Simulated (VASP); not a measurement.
# NaI (Fm-3m) in VASP: a series of runs

Runs on NaI. Level: LDA. Tasks: single point.

Everything below comes from runs of VASP 6.6.1. Logs are shortened: lines on timing, memory, paths and dates and some standing lists are left out, and cuts for length are marked.

**1. The cell of the first run**

The structure is cubic, space group Fm-3m (No. 225). The conventional cell has a = 6.429 Å, b = 6.429 Å, c = 6.429 Å, α = 90.00°, β = 90.00°, γ = 90.00°. Na (site symmetry m-3m) has 6 I at 3.21 Å within 4.2 Å. I (site symmetry m-3m) has 6 Na at 3.21 Å within 4.2 Å.

**2. Single point, LDA (33.22 Å³/atom)**

The input, INCAR:

```
  PREC = Accurate
  ENCUT = 520
  EDIFF = 1E-6
  ISMEAR = -1
  SIGMA = 0.02
  LREAL = F
  LASPH = T
  NELM = 80
  ALGO = Normal
  ISIF = 2
  LWAVE = F
  LCHARG = F
  NBANDS = 14
```

The input, KPOINTS:

```
Automatic mesh
0
Gamma
  8 8 8
```

The input, POSCAR:

```
NaI
1.0
    0.0000000000      3.2146785402      3.2146785402
    3.2146785402      0.0000000000      3.2146785402
    3.2146785402      3.2146785402      0.0000000000
Na I
1 1
Direct
    0.0000000000      0.0000000000      0.0000000000
    0.5000000000      0.5000000000      0.5000000000
```

Potentials or basis: VASP PAW LDA potentials, release 64 (Na_pv, I).

Command:

```console
$ cat potpaw_LDA.64/Na_pv/POTCAR potpaw_LDA.64/I/POTCAR > POTCAR
$ mpirun -np 1 vasp_std > vasp.out
```

OUTCAR:

```text
PREC = Accurate
   ENCUT = 520
   EDIFF = 1E-6
   ISMEAR = -1
   LREAL = F
   LASPH = T
   NELM = 80
   ISIF = 2

 ion  position               nearest neighbor table
   1  0.000  0.000  0.000-
   2  0.500  0.500  0.500-

  LATTYP: Found a face centered cubic cell.
 ALAT       =     6.4293570804

  Lattice vectors:

 A1 = (   0.0000000000,   3.2146785402,   3.2146785402)
 A2 = (   3.2146785402,   0.0000000000,   3.2146785402)
 A3 = (   3.2146785402,   3.2146785402,   0.0000000000)

Analysis of symmetry for initial positions (statically):
=====================================================================
 Subroutine PRICEL returns:
 Original cell was already a primitive cell.

 Routine SETGRP: Setting up the symmetry group for a
 face centered cubic supercell.

 Subroutine GETGRP returns: Found 48 space group operations
 (whereof 48 operations were pure point group operations)
 out of a pool of 48 trial point group operations.

The static configuration has the point symmetry O_h .

Analysis of symmetry for dynamics (positions and initial velocities):
=====================================================================
 Subroutine PRICEL returns:
 Original cell was already a primitive cell.

 Routine SETGRP: Setting up the symmetry group for a
 face centered cubic supercell.

 Subroutine GETGRP returns: Found 48 space group operations
 (whereof 48 operations were pure point group operations)
 out of a pool of 48 trial point group operations.

The dynamic configuration has the point symmetry O_h .

 Subroutine INISYM returns: Found 48 space group operations
 (whereof 48 operations are pure point group operations),
 and found     1 'primitive' translations

----------------------------------------------------------------------------------------

                                     Primitive cell

  volume of cell :      66.4420

  direct lattice vectors                    reciprocal lattice vectors
     0.000000000  3.214678540  3.214678540    -0.155536547  0.155536547  0.155536547
     3.214678540  0.000000000  3.214678540     0.155536547 -0.155536547  0.155536547
     3.214678540  3.214678540  0.000000000     0.155536547  0.155536547 -0.155536547

  length of vectors
     4.546241990  4.546241990  4.546241990     0.269397202  0.269397202  0.269397202

  position of ions in fractional coordinates (direct lattice)
     0.000000000  0.000000000  0.000000000
     0.500000000  0.500000000  0.500000000

  ion indices of the primitive-cell ions
   primitive index   ion index
                 1           1
                 2           2

----------------------------------------------------------------------------------------

 KPOINTS: Automatic mesh

Automatic generation of k-mesh.
 Grid dimensions read from file:
 generate k-points for:    8    8    8

 Generating k-lattice:

  Cartesian coordinates                     Fractional coordinates (reciprocal lattice)
    -0.019442068  0.019442068  0.019442068     0.125000000  0.000000000  0.000000000
     0.019442068 -0.019442068  0.019442068     0.000000000  0.125000000  0.000000000
     0.019442068  0.019442068 -0.019442068     0.000000000  0.000000000  0.125000000

  Length of vectors
     0.033674650  0.033674650  0.033674650

  Shift w.r.t. Gamma in fractional coordinates (k-lattice)
     0.000000000  0.000000000  0.000000000

 Subroutine IBZKPT returns following result:
 ===========================================

 Found     29 irreducible k-points:

 Following reciprocal coordinates:
            Coordinates               Weight
  0.000000  0.000000  0.000000      1.000000
  0.125000  0.000000  0.000000      8.000000
  0.250000  0.000000  0.000000      8.000000
  0.375000  0.000000  0.000000      8.000000
  0.500000  0.000000  0.000000      4.000000
  0.125000  0.125000  0.000000      6.000000
[... 16 lines left out ...]
  0.500000  0.250000  0.125000     48.000000
 -0.375000  0.250000  0.125000     24.000000
 [... further k-points ...]
   k-points           NKPTS =     29   k-points in BZ     NKDIM =     29   number of bands    NBANDS=     14
   number of dos      NEDOS =    301   number of ions     NIONS =      2
   total plane-waves  NPLWV =  46656
   dimension x,y,z NGX =    36 NGY =   36 NGZ =   36
   dimension x,y,z NGXF=    72 NGYF=   72 NGZF=   72
   ions per type =               1   1
   NGX,Y,Z   is equivalent  to a cutoff of  13.16, 13.16, 13.16 a.u.
   NGXF,Y,Z  is equivalent  to a cutoff of  26.33, 26.33, 26.33 a.u.
 SYSTEM =  unknown system
   PREC   = accura    normal or accurate (medium, high low for compatibility)
   ISTART =      0    job   : 0-new  1-cont  2-samecut
   ICHARG =      2    charge: 1-file 2-atom 10-const
   ISPIN  =      1    spin polarized calculation?
   LNONCOLLINEAR =      F non collinear calculations
   LSORBIT =      F    spin-orbit coupling
   LASPH  =      T    aspherical Exc in radial PAW
   ENCUT  =  520.0 eV  38.22 Ry    6.18 a.u.   8.45  8.45  8.45*2*pi/ulx,y,z
   NELM   =     80;   NELMIN=  2; NELMDL= -5     # of ELM steps
   EDIFF  = 0.1E-05   stopping-criterion for ELM
   LREAL  =      F    real-space projection
   EDIFFG = 0.1E-04   stopping-criterion for IOM
   NSW    =      0    number of steps for IOM
   IBRION =     -1    ionic relax: 0-MD 1-quasi-New 2-CG
   NFREE  =      0    steps in history (QN), initial steepest desc. (CG)
   ISIF   =      2    stress and relaxation
   ISYM   =      2    0-nonsym 1-usesym 2-fastsym
   POTIM  = 0.5000    time-step for ionic-motion
   TEBEG  =    0.0;   TEEND  =   0.0 temperature during run
   PSTRESS=    0.0 pullay stress
   NELECT =      14.0000    total number of electrons
   NUPDOWN=      -1.0000    fix difference up-down
   EMIN   =  10.00;   EMAX   =-10.00  energy-range for DOS
   EFERMI =   0.00;   METHOD = LEGACY
   ISMEAR =    -1;   SIGMA  =   0.02  broadening in eV -4-tet -1-fermi 0-gaus
   EFERMI_NEDOS =   21; number of points for ismear=-14 and -15
   IALGO  =     38    algorithm
   IMIX   =      4    mixing-type and parameters
     AMIX     =   0.40;   BMIX     =  1.00
     AMIX_MAG =   1.60;   BMIX_MAG =  1.00
  volume/ion in A,a.u.               =      33.22       224.19
  Fermi-wavevector in a.u.,A,eV,Ry     =   0.974174  1.840922 12.912138  0.949015
  Thomas-Fermi vector in A             =   2.104613
   LORBIT       =      0    0 simple, 1 ext, 2 COOP (PROOUT), +10 PAW based schemes
   GGA     = CA    functional components
   LHFCALC =     F    Hartree Fock is set to
   AEXX    =    0.0000 exact exchange contribution
   IVDW    =     0    specifies the selected vdW correction
   LEPSILON=     F    determine dielectric tensor
   LRPA    =     F    only Hartree local field effects (RPA)
 non-spin polarized calculation
  energy-cutoff  :      520.00
  volume of cell :       66.44
 maximum number of plane-waves:      1812
 NGX is ok and might be reduce to    36
   NGX = 17   NGY = 17   NGZ = 17

 number of electron      14.0000006 magnetization

 Free energy of the ion-electron system (eV)
  ---------------------------------------------------
  ext. energy  EPLUGINS =         0.00000000
  ---------------------------------------------------
  free energy    TOTEN  =        -5.99444135 eV

  energy without entropy =       -5.99444135  energy(sigma->0) =       -5.99444135

 E-fermi :   1.2421     XC(G=0):  -8.1809

 val. band max:        0.7621042890   @ k =   0.0000   0.0000   0.0000
 cond. band min:       4.1612209780   @ k =   0.0000   0.0000   0.0000
 fundamental gap:      3.3991166890
 Fermi energy:         1.2420868564

 k-point     1 :       0.0000    0.0000    0.0000
  band No.  band energies     occupation
      1     -21.6044      2.00000
      2     -21.6044      2.00000
      3     -21.6044      2.00000
      4     -10.3741      2.00000
      5       0.7621      2.00000
      6       0.7621      2.00000
      7       0.7621      2.00000
      8       4.1612      0.00000
      9       8.5604      0.00000
     10       8.5604      0.00000
     11       8.5604      0.00000
     12      10.4620      0.00000
     13      10.4620      0.00000
     14      10.9713      0.00000

 k-point     2 :       0.1250    0.0000    0.0000
  band No.  band energies     occupation
      1     -21.6053      2.00000
      2     -21.6045      2.00000
      3     -21.6045      2.00000
      4     -10.3281      2.00000
      5       0.2590      2.00000
      6       0.7145      2.00000
      7       0.7145      2.00000
      8       4.7117      0.00000
      9       8.1743      0.00000
     10       8.7148      0.00000
     11       8.7148      0.00000
     12       9.9906      0.00000
     13       9.9906      0.00000
     14      11.5027      0.00000

 k-point     3 :       0.2500    0.0000    0.0000
  band No.  band energies     occupation
      1     -21.6075      2.00000
      2     -21.6046      2.00000
      3     -21.6046      2.00000
      4     -10.2126      2.00000
      5      -0.6240      2.00000
      6       0.6052      2.00000
      7       0.6052      2.00000
      8       5.4857      0.00000
      9       8.1255      0.00000
     10       8.5930      0.00000
     11       8.5930      0.00000
     12      10.2032      0.00000
     13      10.2032      0.00000
     14      10.9756      0.00000
[... 324 lines left out ...]
 k-point    23 :       0.5000    0.2500    0.1250
  band No.  band energies     occupation
      1     -21.6090      2.00000
      2     -21.6062      2.00000
      3     -21.6051      2.00000
      4     -10.0334      2.00000
      5      -1.1260      2.00000
      6      -0.1317      2.00000
      7       0.3140      2.00000
      8       6.6109      0.00000
      9       7.1806      0.00000
     10       8.0195      0.00000
     11       9.1315      0.00000
     12      10.8651      0.00000
     13      12.6641      0.00000
     14      12.9235      0.00000

 k-point    24 :      -0.3750    0.2500    0.1250
  band No.  band energies     occupation
      1     -21.6095      2.00000
      2     -21.6063      2.00000
      3     -21.6053      2.00000
      4      -9.9921      2.00000
      5      -1.2697      2.00000
      6      -0.2149      2.00000
      7       0.2427      2.00000
      8       6.7131      0.00000
      9       6.8926      0.00000
     10       8.8996      0.00000
     11       8.9253      0.00000
     12      11.1266      0.00000
     13      12.0662      0.00000
     14      13.3305      0.00000

 [... further k-points ...]

------------------------ aborting loop because EDIFF is reached ----------------------------------------

  FORCE on cell =-STRESS in cart. coord.  units (eV):
  Direction    XX          YY          ZZ          XY          YZ          ZX
  --------------------------------------------------------------------------------------
  -------------------------------------------------------------------------------------
  Total       -0.5592665     -0.5592665     -0.5592665      0.0000000      0.0000000     -0.0000000
  in kB      -13.4861115    -13.4861115    -13.4861115      0.0000000      0.0000000     -0.0000000
  external PRESSURE =     -13.4861115 kB  Pullay stress =       0.0000000 kB

 VOLUME and BASIS-vectors are now :
 -----------------------------------------------------------------------------
  energy-cutoff  :      520.00
  volume of cell :       66.44
      direct lattice vectors                 reciprocal lattice vectors
     0.000000000  3.214678540  3.214678540    -0.155536547  0.155536547  0.155536547
     3.214678540  0.000000000  3.214678540     0.155536547 -0.155536547  0.155536547
     3.214678540  3.214678540  0.000000000     0.155536547  0.155536547 -0.155536547

 POSITION                                       TOTAL-FORCE (eV/Angst)
 -----------------------------------------------------------------------------------
      0.00000      0.00000      0.00000         0.000000      0.000000     -0.000000
      3.21468      3.21468      3.21468        -0.000000     -0.000000      0.000000
 -----------------------------------------------------------------------------------
    total drift:                                0.000000      0.000000      0.000000

  FREE ENERGIE OF THE ION-ELECTRON SYSTEM (eV)
  ---------------------------------------------------
  free  energy   TOTEN  =        -5.9944413487 eV

  energy  without entropy=       -5.9944413487  energy(sigma->0) =       -5.99444135
```

Run time: 21 s. Hardware: 1 thread of Intel Xeon Platinum 8259CL at 2.50GHz (Skylake/Cascade Lake), shared host; peak memory 0.18 GiB.

Results:

* Free energy: -5.9944 eV
* Pressure: -1.3 GPa
* Band gap on the k mesh: 3.40 eV

Levels at points of the mesh, in eV from the valence-band top:
```csv
k point,band 4,band 5,band 6,band 7,band 8,band 9,band 10,band 11
"(0.00, 0.00, 0.00)",-11.14,0.00,0.00,0.00,3.40,7.80,7.80,7.80
"(0.50, 0.00, 0.00)",-10.80,-2.32,-0.30,-0.30,4.87,7.30,7.30,8.62
"(0.50, 0.50, 0.00)",-10.72,-2.02,-0.79,-0.79,4.28,5.34,9.74,11.14
```

Caveat: spin-orbit coupling is left out, which moves the levels of the heavy elements.

**3. Single point, LDA (34.24 Å³/atom)**

This run uses another cell than the first one, of 34.24 Å³/atom.

The input, INCAR:

```
SYSTEM = NaI
PREC     = Accurate       ! precision mode
ENCUT    = 520            ! plane-wave cutoff, eV
EDIFF    = 1E-6           ! SCF threshold, eV
ISMEAR   = -1             ! smearing method
SIGMA    = 0.02           ! smearing width, eV
LREAL    = .False.        ! projectors in reciprocal space
LASPH    = .True.         ! aspherical terms in the spheres
NELM     = 100            ! most SCF steps
ALGO     = Normal         ! electronic algorithm
ISIF     = 2              ! what is computed and relaxed
LWAVE    = .False.        ! write WAVECAR
LCHARG   = .True.         ! write CHGCAR
LELF     = .True.         ! ELF
LVHAR    = .True.       
NBANDS   = 14             ! bands
```

The input, KPOINTS:

```
regular mesh
0
Gamma
  8 8 8
  0 0 0
```

The input, POSCAR:

```
NaI
1.0
    0.0000000000      3.2471522385      3.2471522385
    3.2471522385      0.0000000000      3.2471522385
    3.2471522385      3.2471522385      0.0000000000
Na I
1 1
Direct
    0.0000000000      0.0000000000      0.0000000000
    0.5000000000      0.5000000000      0.5000000000
```

Potentials or basis: VASP PAW LDA potentials, release 64 (Na_pv, I).

Command:

```console
$ cat potpaw_LDA.64/Na_pv/POTCAR potpaw_LDA.64/I/POTCAR > POTCAR
$ mpirun -np 1 vasp_std > vasp.out
```

Run time: 22 s. Hardware: 1 thread of Intel Xeon Platinum 8259CL at 2.50GHz (Skylake/Cascade Lake), shared host; peak memory 0.18 GiB.

It converged, with:

| Item | Value |
| --- | --- |
| Free energy | -5.9748 eV |
| Pressure | -1.7 GPa |
| Band gap on the k mesh | 3.32 eV |

Levels at points of the mesh, in eV from the valence-band top:
```tsv
k point	band 5	band 6	band 7	band 8	band 9	band 10
(0.00, 0.00, 0.00)	0.00	0.00	0.00	3.32	7.80	7.80
(0.50, 0.00, 0.00)	-2.21	-0.28	-0.28	4.86	7.27	7.27
(0.50, 0.50, 0.00)	-1.92	-0.75	-0.75	4.26	5.39	9.55
```

Caveat: spin-orbit coupling is left out, which moves the levels of the heavy elements.

**4. Single point, LDA (35.25 Å³/atom)**

This run uses another cell than the first one, of 35.25 Å³/atom.

The input, INCAR:

```
PREC = Accurate ; ENCUT = 520
EDIFF = 1E-7 ; ISMEAR = -1
SIGMA = 0.02 ; LREAL = False
LASPH = True ; NELM = 100
ALGO = Normal ; ISIF = 2
LWAVE = False ; LCHARG = False
NBANDS = 14
```

The input, KPOINTS:

```
regular mesh
0
Gamma
  8 8 8
```

The input, POSCAR:

```
NaI
1.0
    0.0000000000      3.2789890945      3.2789890945
    3.2789890945      0.0000000000      3.2789890945
    3.2789890945      3.2789890945      0.0000000000
Na I
1 1
Direct
    0.0000000000      0.0000000000      0.0000000000
    0.5000000000      0.5000000000      0.5000000000
```

Command:

```console
$ cat potpaw_LDA.64/Na_pv/POTCAR potpaw_LDA.64/I/POTCAR > POTCAR
$ mpirun -np 1 vasp_std > vasp.out
```

Wall time 23 s (1 thread of Intel Xeon Platinum 8259CL at 2.50GHz (Skylake/Cascade Lake), shared host); peak memory 0.18 GiB.

The run converged. Its results:

| Quantity | Value |
| --- | --- |
| Free energy | -5.9506 eV |
| Pressure | -2.1 GPa |
| Band gap on the k mesh | 3.25 eV |

Levels at points of the mesh, in eV from the valence-band top:
```csv
k point,band 5,band 6,band 7,band 8,band 9,band 10
"(0.00, 0.00, 0.00)",0.00,0.00,0.00,3.25,7.79,7.79
"(0.50, 0.00, 0.00)",-2.11,-0.26,-0.26,4.84,7.24,7.24
"(0.50, 0.50, 0.00)",-1.83,-0.71,-0.71,4.23,5.44,9.36
```

Caveat: spin-orbit coupling is left out, which moves the levels of the heavy elements.

**5. Summary**

| cell | gap on the mesh (eV) | pressure (GPa) |
| --- | --- | --- |
| a = 4.546 Å, angles 60.0°, 2 atoms | 3.40 | -1.3 |
| a = 4.592 Å, angles 60.0°, 2 atoms | 3.32 | -1.7 |
| a = 4.637 Å, angles 60.0°, 2 atoms | 3.25 | -2.1 |

Alike in all rows: task single point; level LDA; potentials or basis VASP PAW LDA potentials, release 64 (Na_pv, I); no spin polarisation; k mesh 8 × 8 × 8; cutoff (eV) 520; smearing fermi-dirac 0.02 eV.

Caveats: spin-orbit coupling is left out, which moves the levels of the heavy elements.

Absolute energies hang on the potentials; compare differences alone.
